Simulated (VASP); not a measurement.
A run of VASP 6.6.1 is set up as follows.

INCAR

```
SYSTEM = Y
PREC = Accurate ; ENCUT = 520
EDIFF = 1E-7 ; ISMEAR = -1
SIGMA = 0.1 ; LREAL = .FALSE.
LASPH = .TRUE. ; NELM = 60
ALGO = Normal ; ISIF = 2
LWAVE = .FALSE. ; LCHARG = .FALSE.
GGA = RP ; NBANDS = 30
```

KPOINTS

```
Automatic mesh
0
G
  11 11 3
  0 0 0
```

The input POSCAR:

```
Y
1.0
    3.7980087139      0.0000000000      0.0000000000
   -1.8990043570      3.2891720301      0.0000000000
    0.0000000000      0.0000000000     12.1869248389
Y
4
Direct
    1.0000000000      0.0000000000      1.0000000000
    0.0000000000      0.0000000000      0.5000000000
    0.3333333333      0.6666666667      0.2500000000
    0.6666666667      0.3333333333      0.7500000000
```

Potentials or basis: VASP PAW PBE potentials, release 64 (Y_sv).

The run is started by

```bash
$ cat potpaw_PBE.64/Y_sv/POTCAR > POTCAR
$ mpirun -np 1 vasp_std > vasp.out
```

Question: Estimate the pressure.

Answer: -3.5 GPa.

Question: What does it give for the band gap on the k mesh?

Answer: Zero (band 22 reaches 3.19 eV, above the bottom of band 23 at 2.20 eV).

Stress tensor (GPa, compression positive):
```
-3.45  0.00  0.00
 0.00 -3.45  0.00
 0.00  0.00 -3.55
```

Caveat: the PAW data sets were made with another functional, which shifts forces and pressure a little.
